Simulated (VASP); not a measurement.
SiC3:

```
C Si
1.0
     1.41543    0.81720    4.67007
    -1.41543    0.81720    4.67007
     0.00000   -1.63440    4.67007
C Si
3 1
Direct
  0.00824 0.00824 0.00824
  0.48896 0.48896 0.48896
  0.37917 0.37917 0.37917
  0.87363 0.87363 0.87363
```

Base run:

```yaml
Program: VASP 6.6.1
Functional: r2SCAN
Potentials_or_basis: VASP PAW PBE potentials, release 64 (C, Si)
Cutoff: 520 eV
k_mesh: 10 × 10 × 10
Occupations: gaussian, width 0.01 eV
Spin: no spin polarisation
```

Its results: band gap on the k mesh 1.88 eV, indirect (least direct gap 3.57 eV); pressure 0.0 GPa; largest force 0.081 eV/Å.

Task: The run is repeated on the same cell with these changes: functional from r2SCAN to PBE; further incar settings from ALGO = Normal; EDIFF = 1e-07; NBANDS = 16 to ALGO = Normal; EDIFF = 1e-06; NBANDS = 16. What comes out?

Result: Band gap on the k mesh 1.59 eV, indirect (least direct gap 3.20 eV); pressure 3.4 GPa; largest force 0.304 eV/Å.

Caveats: the PAW data sets were made with another functional, which shifts forces and pressure a little (some runs).

A k mesh can miss the band edges.
